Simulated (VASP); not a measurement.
Write the native input for VASP 6.6.1 that does the following.

```
Task                   : relaxation of cell and atoms
Functional             : PBE
Potentials or basis    : VASP PAW PBE potentials, release 64 (Be)
Cutoff                 : 600 eV
k mesh                 : 6 × 6 × 4
Occupations            : gaussian, width 0.2 eV
Spin                   : no spin polarisation
Dipole correction      : no
Further INCAR settings : ALGO = Normal; EDIFF = 1e-06; IBRION = 2; EDIFFG = -0.025; NSW = 80; ISIF = 3
```

The structure of Be lies in POSCAR:

```
Be
1.0
    2.0984467601     -1.9733131008     -2.0182240872
   -2.0750632229     -1.8798878153      1.9481823388
   -4.1466022717     -0.0466582112     -3.9394987147
Be
6
Direct
    0.7441311060      0.2578843885      0.7295635579
    0.2731241384      0.7579859311      0.2451364965
    0.2545808214      0.7390262191      0.7430116880
    0.7449033481      0.1911408995      0.2411956984
    0.9912371667      1.0754011546      0.5130896638
    0.4920234195      0.4785614072      0.0280028953
```

The input as run:

INCAR

```
SYSTEM = Be
ALGO     = Normal         ! electronic algorithm
EDIFF    = 1E-6           ! SCF threshold, eV
EDIFFG   = -0.025         ! ionic threshold
ENCUT    = 600            ! plane-wave cutoff, eV
GGA      = PE             ! functional
IBRION   = 2              ! ionic algorithm
ISIF     = 3              ! what is computed and relaxed
ISMEAR   = 0              ! smearing method
LASPH    = .TRUE.         ! aspherical terms in the spheres
LCHARG   = .FALSE.        ! write CHGCAR
LREAL    = .FALSE.        ! projectors in reciprocal space
LWAVE    = .FALSE.        ! write WAVECAR
NELM     = 80             ! most SCF steps
NSW      = 80             ! ionic steps
PREC     = Accurate       ! precision mode
SIGMA    = 0.2            ! smearing width, eV
```

KPOINTS

```
k-points
0
G
  6 6 4
  0 0 0
```

Potentials or basis: VASP PAW PBE potentials, release 64 (Be).

Launch:

```sh
$ cat potpaw_PBE.64/Be/POTCAR > POTCAR
$ mpirun -np 1 vasp_std > vasp.out
```

It gave:

The relaxed volume is 8.54 Å³/atom, the relaxed cell is a = 3.737 Å, b = 3.597 Å, c = 5.041 Å, α = 68.59°, β = 82.91°, γ = 119.05° and the space group after relaxing (to 0.05 Å) is P-1 (No. 2). The energy gained by relaxing is 868.4 meV/atom and the ionic steps are 33. The pressure after relaxing is 0.0 GPa and the largest force after relaxing is 0.019 eV/Å. The band gap on the k mesh is zero (band 6 reaches 7.88 eV, above the bottom of band 7 at 4.79 eV).

Caveat: the volume moved by over 15 % at a fixed basis, so the end points are rough.

Wall time 10 min on 1 thread of Intel(R) Xeon(R) Platinum 8375C CPU @ 2.90GHz (Ice Lake), on a shared host, peak memory 0.22 GiB.
